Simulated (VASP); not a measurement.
# Si2W (I4/mmm) in VASP: a series of runs, part 2 of 2

VASP 6.6.1. Earlier steps stand in the parts before.

## Step 3: Single point, PBE (c/a of the conventional cell at fixed volume 2.4362)

File INCAR:

```
ALGO = Normal ; EDIFF = 1E-7
ENCUT = 520 ; GGA = PE
ISIF = 2 ; ISMEAR = 0
LASPH = True ; LCHARG = True
LELF = True ; LREAL = False
LVHAR = True ; LWAVE = False
NBANDS = 18 ; NELM = 60
PREC = Accurate ; SIGMA = 0.15
```

File KPOINTS:

```
k-points
0
Gamma
  18 18 18
```

File POSCAR:

```
Si2W
1.0
   -1.6146459823      1.6146459823      3.9336145459
    1.6146459823     -1.6146459823      3.9336145459
    1.6146459823      1.6146459823     -3.9336145459
Si W
2 1
Direct
    0.3027953053      0.3027953053      0.0000000000
    0.6972046947      0.6972046947      0.0000000000
    0.0000000000      0.0000000000      0.0000000000
```

Potentials or basis: VASP PAW PBE potentials, release 64 (Si, W_sv).

Started as:

```console
> cat potpaw_PBE.64/Si/POTCAR potpaw_PBE.64/W_sv/POTCAR > POTCAR
> mpirun -np 1 vasp_std > vasp.out
```

OUTCAR:

```text
EDIFF = 1E-7
   ENCUT = 520
   GGA = PE
   ISIF = 2
   ISMEAR = 0
   LASPH = True
   LREAL = False
   NELM = 60
   PREC = Accurate

 ion  position               nearest neighbor table
   1  0.303  0.303  0.000-   3 2.38   2 2.43   2 2.43   2 2.43   2 2.43   3 2.76   3 2.76   3 2.76
                             3 2.76   2 3.10
   2  0.697  0.697  0.000-   3 2.38   1 2.43   1 2.43   1 2.43   1 2.43   3 2.76   3 2.76   3 2.76
                             3 2.76   1 3.10
   3  0.000  0.000  0.000-   1 2.38   2 2.38   2 2.76   1 2.76   2 2.76   2 2.76   2 2.76   1 2.76
                             1 2.76   1 2.76

  LATTYP: Found a body centered tetragonal cell.
 ALAT       =     3.2292919646
 C/A-ratio  =     2.4362086730

  Lattice vectors:

 A1 = (  -1.6146459823,   1.6146459823,   3.9336145459)
 A2 = (   1.6146459823,  -1.6146459823,   3.9336145459)
 A3 = (   1.6146459823,   1.6146459823,  -3.9336145459)

Analysis of symmetry for initial positions (statically):
[... 169 lines left out ...]
  ---------------------------------------------------
  ext. energy  EPLUGINS =         0.00000000
  ---------------------------------------------------
  free energy    TOTEN  =       -23.71989277 eV

  energy without entropy =      -23.71059692  energy(sigma->0) =      -23.71524485

 E-fermi :  11.6830     XC(G=0): -12.4427

 val. band max:       11.6827954920   @ k =  -0.1111   0.1111   0.0000
 cond. band min:      11.6907834988   @ k =  -0.4444  -0.4444   0.2222
 fundamental gap:      0.0079880068
 Fermi energy:        11.6829978667

 k-point     1 :       0.0000    0.0000    0.0000
  band No.  band energies     occupation
      1     -62.2418      2.00000
      2     -26.6322      2.00000
      3     -26.3892      2.00000
      4     -26.3892      2.00000
      5      -2.6634      2.00000
      6       5.9033      2.00000
[... 481 lines left out ...]
      5      -1.8165      2.00000
      6       5.2426      2.00000
[... 10 lines left out ...]
     17      18.5062      0.00000
     18      18.9383      0.00000

 [... further k-points ...]
[... 5 lines left out ...]
  --------------------------------------------------------------------------------------
  -------------------------------------------------------------------------------------
  Total        0.3336671      0.3336671      4.4893446      0.0000000      0.0000000      0.0000000
  in kB       13.0321928     13.0321928    175.3424616      0.0000000      0.0000000      0.0000000
  external PRESSURE =      67.1356157 kB  Pullay stress =       0.0000000 kB

 VOLUME and BASIS-vectors are now :
 -----------------------------------------------------------------------------
  energy-cutoff  :      520.00
  volume of cell :       41.02
      direct lattice vectors                 reciprocal lattice vectors
    -1.614645982  1.614645982  3.933614546     0.000000000  0.309665404  0.127109556
     1.614645982 -1.614645982  3.933614546     0.309665404  0.000000000  0.127109556
     1.614645982  1.614645982 -3.933614546     0.309665404  0.309665404  0.000000000

 POSITION                                       TOTAL-FORCE (eV/Angst)
 -----------------------------------------------------------------------------------
      0.00000      0.00000      2.38216        -0.000000     -0.000000      4.281826
      0.00000      0.00000      5.48507         0.000000      0.000000     -4.281826
      0.00000      0.00000      0.00000         0.000000      0.000000     -0.000000
 -----------------------------------------------------------------------------------
    total drift:                               -0.000000      0.000000     -0.000000

  FREE ENERGIE OF THE ION-ELECTRON SYSTEM (eV)
  ---------------------------------------------------
  free  energy   TOTEN  =       -23.7198927725 eV

  energy  without entropy=      -23.7105969206  energy(sigma->0) =      -23.71524485
```

OSZICAR:

```text
N       E                     dE             d eps       ncg     rms          rms(c)
DAV:   1     0.130976121246E+03    0.13098E+03   -0.10881E+04 17288   0.123E+03
DAV:   2    -0.203076818442E+02   -0.15128E+03   -0.14766E+03 19932   0.320E+02
DAV:   3    -0.248479562138E+02   -0.45403E+01   -0.44736E+01 21468   0.502E+01
DAV:   4    -0.248899683491E+02   -0.42012E-01   -0.41935E-01 20704   0.506E+00
DAV:   5    -0.248904371392E+02   -0.46879E-03   -0.46876E-03 20854   0.564E-01    0.237E+01
DAV:   6    -0.238648202726E+02    0.10256E+01   -0.61368E+00 18926   0.157E+01    0.757E+00
DAV:   7    -0.237545136583E+02    0.11031E+00   -0.56274E-01 18636   0.412E+00    0.508E+00
DAV:   8    -0.237202127493E+02    0.34301E-01   -0.78544E-02 19230   0.214E+00    0.354E-01
DAV:   9    -0.237200159972E+02    0.19675E-03   -0.17185E-03 20722   0.319E-01    0.230E-01
DAV:  10    -0.237199056518E+02    0.11035E-03   -0.29350E-04 19764   0.161E-01    0.391E-02
DAV:  11    -0.237198938953E+02    0.11757E-04   -0.41386E-05 20422   0.513E-02    0.190E-02
DAV:  12    -0.237198933205E+02    0.57477E-06   -0.26954E-06 19858   0.103E-02    0.285E-03
DAV:  13    -0.237198928467E+02    0.47378E-06   -0.22918E-07 14138   0.432E-03    0.590E-04
DAV:  14    -0.237198927725E+02    0.74262E-07   -0.16290E-08  9786   0.115E-03
   1 F= -.23719893E+02 E0= -.23715245E+02  d E =-.929585E-02
```

Run time: 6.1 min. Hardware: 1 thread of Intel Xeon Platinum 8488C (Sapphire Rapids), shared host; peak memory 0.46 GiB.

Results:

```yaml
Free_energy: -23.7199 eV
Pressure: 6.7 GPa
Largest_force: 4.282 eV/Å
Band_gap_on_the_k_mesh: zero (band 11 reaches 13.00 eV, above the bottom of band 12 at 11.02 eV)
```

Forces in eV/Å, atoms in the order of the input:
```
Si   0.000  0.000  4.282
Si   0.000  0.000 -4.282
W    0.000  0.000  0.000
```

Stress tensor (GPa, compression positive):
```
 1.30  0.00  0.00
 0.00  1.30  0.00
 0.00  0.00 17.53
```

Levels at points of the mesh, in eV from the Fermi level:
| k point | band 7 | band 8 | band 9 | band 10 | band 11 | band 12 | band 13 | band 14 | band 15 | band 16 |
| --- | --- | --- | --- | --- | --- | --- | --- | --- | --- | --- |
| (0.00, 0.00, 0.00) | -3.71 | -3.50 | -3.50 | -2.63 | 1.18 | 1.94 | 1.96 | 4.01 | 4.69 | 4.69 |
| (0.50, 0.00, 0.00) | -5.01 | -3.98 | -3.03 | -2.04 | -0.48 | 1.61 | 2.75 | 4.06 | 4.55 | 5.32 |
| (0.50, 0.50, 0.00) | -6.72 | -6.26 | -5.27 | -2.94 | -0.50 | 1.86 | 2.96 | 3.08 | 3.34 | 5.18 |
| (0.50, 0.50, 0.50) | -3.88 | -3.33 | -1.67 | -1.67 | -0.44 | -0.44 | 1.42 | 4.35 | 4.69 | 5.23 |

Caveat: spin-orbit coupling is left out, which moves the levels of the heavy elements; forces of over 1 eV/Å act on the atoms, so gaps and moduli don't describe the material at rest.

## Step 4: Single point, PBE (c/a of the conventional cell at fixed volume 2.6473)

File INCAR:

```
SYSTEM = Si2W
PREC = Accurate
ENCUT = 520
EDIFF = 1E-7
ISMEAR = 0
SIGMA = 0.15
LREAL = .FALSE.
LASPH = .TRUE.
NELM = 60
ALGO = Normal
ISIF = 2
LWAVE = .FALSE.
LCHARG = .FALSE.
GGA = PE
NBANDS = 18
```

File KPOINTS:

```
regular mesh
0
G
  18 18 18
  0 0 0
```

File POSCAR:

```
Si2W
1.0
   -1.5705355019      1.5705355019      4.1576786341
    1.5705355019     -1.5705355019      4.1576786341
    1.5705355019      1.5705355019     -4.1576786341
Si W
2 1
Direct
    0.3239844684      0.3239844684      0.0000000000
    0.6760155316      0.6760155316      0.0000000000
    0.0000000000      0.0000000000      0.0000000000
```

Started as:

```console
> cat potpaw_PBE.64/Si/POTCAR potpaw_PBE.64/W_sv/POTCAR > POTCAR
> mpirun -np 1 vasp_std > vasp.out
```

Run time: 5.9 min. Hardware: 1 thread of Intel Xeon Platinum 8488C (Sapphire Rapids), shared host; peak memory 0.47 GiB.

It converged, with:

```
Free energy            : -24.4863 eV
Pressure               : -1.1 GPa
Largest force          : 1.254 eV/Å
Band gap on the k mesh : zero (band 11 reaches 13.17 eV, above the bottom of band 12 at 11.22 eV)
```

Forces on the atoms (eV/Å):
```
Si   0.000  0.000  1.254
Si   0.000  0.000 -1.254
W    0.000  0.000  0.000
```

Stress tensor (GPa, compression positive):
```
  8.41   0.00   0.00
  0.00   8.41   0.00
  0.00   0.00 -20.25
```

Levels at points of the mesh, in eV from the Fermi level:
```csv
k point,band 7,band 8,band 9,band 10,band 11,band 12,band 13,band 14,band 15,band 16
"(0.00, 0.00, 0.00)",-4.80,-3.17,-2.63,-2.63,1.28,2.63,2.81,3.62,4.16,4.16
"(0.50, 0.00, 0.00)",-5.76,-4.77,-2.97,-1.98,-0.20,2.82,2.88,3.56,3.74,5.47
"(0.50, 0.50, 0.00)",-6.19,-5.79,-5.07,-3.59,-1.26,1.62,2.59,2.88,3.40,4.36
"(0.50, 0.50, 0.50)",-3.59,-2.85,-0.64,-0.64,-0.49,-0.49,1.40,2.89,4.61,5.14
```

Caveat: spin-orbit coupling is left out, which moves the levels of the heavy elements; forces of over 1 eV/Å act on the atoms, so gaps and moduli don't describe the material at rest.

## Step 5: Single point, PBE (c/a of the conventional cell at fixed volume 2.4362)

File INCAR:

```
ALGO = Normal ; EDIFF = 1E-7
ENCUT = 520 ; GGA = PE
ISIF = 2 ; ISMEAR = 0
LASPH = T ; LCHARG = F
LREAL = F ; LWAVE = F
NBANDS = 18 ; NELM = 100
PREC = Accurate ; SIGMA = 0.15
```

File KPOINTS:

```
k-points
0
Gamma
  18 18 18
```

File POSCAR:

```
Si2W
1.0
   -1.6146459823      1.6146459823      3.9336145459
    1.6146459823     -1.6146459823      3.9336145459
    1.6146459823      1.6146459823     -3.9336145459
Si W
2 1
Direct
    0.3451609204      0.3451609204      0.0000000000
    0.6548390796      0.6548390796      0.0000000000
    0.0000000000      0.0000000000      0.0000000000
```

Started as:

```console
> cat potpaw_PBE.64/Si/POTCAR potpaw_PBE.64/W_sv/POTCAR > POTCAR
> mpirun -np 1 vasp_std > vasp.out
```

Wall time 5.7 min (1 thread of Intel Xeon Platinum 8488C (Sapphire Rapids), shared host); peak memory 0.46 GiB.

The run converged. Its results:

- Free energy: -24.6694 eV
- Pressure: 3.2 GPa
- Largest force: 1.827 eV/Å
- Band gap on the k mesh: zero (band 11 reaches 12.17 eV, above the bottom of band 12 at 11.19 eV)

Forces on the atoms (eV/Å):
```
Si   0.000  0.000 -1.827
Si   0.000  0.000  1.827
W    0.000  0.000  0.000
```

Stress tensor (GPa, compression positive):
```
2.35 0.00 0.00
0.00 2.35 0.00
0.00 0.00 4.86
```

Levels at points of the mesh, in eV from the Fermi level:
```tsv
k point	band 7	band 8	band 9	band 10	band 11	band 12	band 13	band 14	band 15	band 16
(0.00, 0.00, 0.00)	-3.69	-3.46	-2.51	-2.51	0.39	2.48	2.48	3.17	3.45	4.62
(0.50, 0.00, 0.00)	-5.93	-4.84	-3.10	-2.48	-0.31	2.58	3.25	3.50	4.39	5.22
(0.50, 0.50, 0.00)	-5.63	-5.08	-4.57	-3.22	-2.16	2.88	3.01	3.29	4.11	4.22
(0.50, 0.50, 0.50)	-3.90	-2.01	-0.57	-0.57	-0.47	-0.47	0.54	4.48	4.82	6.80
```

Caveat: spin-orbit coupling is left out, which moves the levels of the heavy elements; forces of over 1 eV/Å act on the atoms, so gaps and moduli don't describe the material at rest.

## Step 6: The runs side by side

| cell | gap on the mesh (eV) | pressure (GPa) | largest force (eV/Å) |
| --- | --- | --- | --- |
| a = 4.798 Å, angles 142.3, 142.3, 54.4°, 3 atoms | none | 0.2 | 2.27 |
| a = 4.548 Å, angles 138.4, 138.4, 60.3°, 3 atoms | none | 3.2 | 1.83 |
| a = 4.714 Å, angles 141.1, 141.1, 56.2°, 3 atoms | none | -1.1 | 1.25 |

Some of these runs hold the atoms at other places in the same cell, which the table doesn't show; runs alike in all that it shows share one row.

Alike in all rows: task single point; level PBE; potentials or basis VASP PAW PBE potentials, release 64 (Si, W_sv); no spin polarisation; k mesh 18 × 18 × 18; cutoff (eV) 520; smearing gaussian 0.15 eV.

Caveats: spin-orbit coupling is left out, which moves the levels of the heavy elements; forces of over 1 eV/Å act on the atoms, so gaps and moduli don't describe the material at rest.

Total energies depend on the potentials used, so only differences within one code and one set of settings carry meaning.
